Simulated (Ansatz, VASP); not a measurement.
# NaH in VASP and in Ansatz

Contents of POSCAR:

```
NaH
1.0
    3.3191587698      0.0000000000      0.0000000000
   -1.6595793849      2.8744758138      0.0000000000
    0.0000000000      0.0000000000      5.8309537900
Na H
2 2
Direct
    0.0000000000      0.0000000000      0.0000000000
    0.0000000000      0.0000000000      0.5000000000
    0.3333333333      0.6666666667      0.2500000000
    0.6666666667      0.3333333333      0.7500000000
```

File INCAR.step1:

```
ALGO = Normal
EDIFF = 1E-4
ENCUT = 520
GGA = PE
ISMEAR = 0
LASPH = T
LCHARG = F
LREAL = F
LWAVE = T
NBANDS = 16
NELM = 60
PREC = Accurate
SIGMA = 0.01
```

The input INCAR.step2:

```
ALGO = Normal
EDIFF = 1E-6
ENCUT = 520
ISIF = 2
ISMEAR = 0
ISTART = 1
LASPH = T
LCHARG = T
LELF = T
LMIXTAU = T
LREAL = F
LVHAR = T
LWAVE = F
METAGGA = R2SCAN
NBANDS = 16
NELM = 60
PREC = Accurate
SIGMA = 0.01
```

Contents of KPOINTS:

```
k-points
0
Gamma
  12 12 4
```

Input for Ansatz:

```yaml
crystal:
  lattice:
    - [3.3191587698, 0.0, 0.0]
    - [-1.6595793849, 2.8744758138, 0.0]
    - [0.0, 0.0, 5.83095379]
  atoms:
    - { symbol: Na, position: [0.0, 0.0, 0.0] }
    - { symbol: Na, position: [0.0, 0.0, 0.5] }
    - { symbol: H, position: [0.3333333333, 0.6666666667, 0.25] }
    - { symbol: H, position: [0.6666666667, 0.3333333333, 0.75] }
kpoints:
  mp_grid: { grid: [12, 12, 4] }
  band_path:
    path:
      - [0.0, 0.0, 0.0]
      - [0.5, 0.0, 0.0]
      - [0.3333333333, 0.3333333333, 0.0]
      - [0.0, 0.0, 0.5]
      - [0.5, 0.0, 0.5]
      - [0.3333333333, 0.3333333333, 0.5]
      - [0.2666666667, 0.2666666667, 0.0]
      - [0.0, -0.5, 0.25]
    npoints: 1
hamiltonian:
  xc: r2scan
scf:
  occupations: { method: fixed }
  n_extra_bands: 5
output:
  forces: true
  stress: true
  eigenvalues: true
```

Alike in both runs: task single point; functional r2SCAN; k mesh 12 × 12 × 4; no spin polarisation.

|  | VASP | Ansatz |
| --- | --- | --- |
| version | VASP 6.6.1 | Ansatz 0.2.0 |
| potentials or method | VASP PAW PBE potentials, release 64 (Na_pv, H) | plane waves, PAW |
| plane-wave cutoff (eV) | 520 | 500 |
| occupations | gaussian, width 0.01 eV | fixed |
| valence electrons in the cell | 16 | 20 |

```tsv
	VASP	Ansatz	Ansatz less VASP
gap on the k mesh at the Fermi level (eV)	4.02	4.00	-0.020
pressure (GPa)	-0.2	0.0	+0.23
traceless stress, the component that is largest in VASP (GPa)	0.11	0.00	-0.116
```

VASP's potentials were made for PBE, not for r2SCAN. VASP's potentials hold 16 valence electrons a cell and Ansatz's 20, so a difference there can come from the potentials and not from the codes.
